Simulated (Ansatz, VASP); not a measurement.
**One calculation of HfO2, two programs**

INCAR

```
SYSTEM = HfO2
PREC     = Accurate       ! precision mode
ENCUT    = 520            ! plane-wave cutoff, eV
EDIFF    = 1E-6           ! SCF threshold, eV
ISMEAR   = 0              ! smearing method
SIGMA    = 0.05           ! smearing width, eV
LREAL    = .FALSE.        ! projectors in reciprocal space
LASPH    = .TRUE.         ! aspherical terms in the spheres
NELM     = 100            ! most SCF steps
ALGO     = Normal         ! electronic algorithm
ISIF     = 2              ! what is computed and relaxed
LWAVE    = .FALSE.        ! write WAVECAR
LCHARG   = .FALSE.        ! write CHGCAR
GGA      = PE             ! functional
NBANDS   = 18             ! bands
```

KPOINTS

```
regular mesh
0
G
  8 8 8
  0 0 0
```

File POSCAR:

```
HfO2
1.0
   -0.0690401901      2.5593934432      2.5593934432
    2.5593934432     -0.0690401901      2.5593934432
    2.5593934432      2.5593934432     -0.0690401901
Hf O
1 2
Direct
    0.0000000000      0.0000000000      0.0000000000
    0.2500000000      0.2500000000      0.2500000000
    0.7500000000      0.7500000000      0.7500000000
```

Input for Ansatz:

```yaml
crystal:
  lattice:
    - [-0.0690401901, 2.5593934432, 2.5593934432]
    - [2.5593934432, -0.0690401901, 2.5593934432]
    - [2.5593934432, 2.5593934432, -0.0690401901]
  atoms:
    - { symbol: Hf, position: [0.0, 0.0, 0.0] }
    - { symbol: O, position: [0.25, 0.25, 0.25] }
    - { symbol: O, position: [0.75, 0.75, 0.75] }
basis:
  ecutwfc: 520.0
kpoints:
  mp_grid: { grid: [8, 8, 8] }
hamiltonian:
  xc: pbe
  pseudopotentials: { kind: paw, azcp: { folder: soft_1 } }
scf:
  occupations: { method: gaussian, width: 0.05 }
output:
  forces: true
  stress: true
  eigenvalues: true
```

Alike in both runs: task single point; functional PBE; k mesh 8 × 8 × 8; occupations gaussian, width 0.05 eV; no spin polarisation.

|  | VASP | Ansatz |
| --- | --- | --- |
| version | VASP 6.6.1 | Ansatz 0.2.0 |
| potentials or method | VASP PAW PBE potentials, release 64 (Hf_pv, O), cutoff 520 eV | scalar-relativistic, plane waves, PAW |
| valence electrons in the cell | 22 | 38 |

Ansatz gave:

| Item | Value |
| --- | --- |
| gap on the k mesh at the Fermi level (eV) | 3.63 |
| least direct gap on the mesh (eV) | 3.63 |
| pressure (GPa) | -11.0 |
| traceless stress, the component that is largest in VASP (GPa) | 1.96 |
| rms of the force components (eV/Å) | 0.114 |

Estimate VASP's values.

gap on the k mesh at the Fermi level (eV): 3.63; least direct gap on the mesh (eV): 3.63; pressure (GPa): -14.2; traceless stress, the component that is largest in VASP (GPa): 1.83; rms of the force components (eV/Å): 0.101.

Atom by atom the forces differ by 0.014 eV/Å (rms over components). With one functional, cell and mesh, what is left measures potentials, basis and numerics. VASP's potentials hold 22 valence electrons a cell and Ansatz's 38, so a difference there can come from the potentials and not from the codes.

Spin-orbit coupling is off throughout.
